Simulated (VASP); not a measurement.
The system is CuAu.

```
CELL_PARAMETERS angstrom
2.81075 0.00000 0.00000
0.00000 2.81075 0.00000
0.00000 0.00000 3.68500
ATOMIC_POSITIONS crystal
Au 0.00000 0.00000 0.00000
Cu 0.50000 0.50000 0.50000
```

Program: VASP 6.6.1. Alike in all runs: task single point; no spin polarisation; cell as given; cutoff (eV) 520.

Q: Order these runs on this cell by their pressure, lowest first.
A. level LDA; potentials or basis VASP PAW LDA potentials, release 64 (Au, Cu); k mesh 8 × 8 × 6; smearing gaussian 0.05 eV
B. level r2SCAN; potentials or basis VASP PAW PBE potentials, release 64 (Au, Cu); k mesh 9 × 9 × 7; smearing methfessel-paxton 0.2 eV
C. level PBE; potentials or basis VASP PAW PBE potentials, release 64 (Au, Cu); k mesh 8 × 8 × 6; smearing methfessel-paxton 0.05 eV
D. level PBEsol; potentials or basis VASP PAW PBE potentials, release 64 (Au, Cu); k mesh 8 × 8 × 6; smearing fermi-dirac 0.05 eV
E. level HSE06; potentials or basis VASP PAW PBE potentials, release 64 (Au, Cu); k mesh 6 × 6 × 4; smearing fermi-dirac 0.05 eV; grid for exact exchange (PRECFOCK) Normal; screening parameter 0.2079 1/Å

A: A (-8.1 GPa), D (-3.4 GPa), B (0.0 GPa), E (2.7 GPa), C (5.1 GPa).

Caveats: some runs use coarse meshes; the PAW data sets were made with another functional, which shifts forces and pressure a little (some runs).
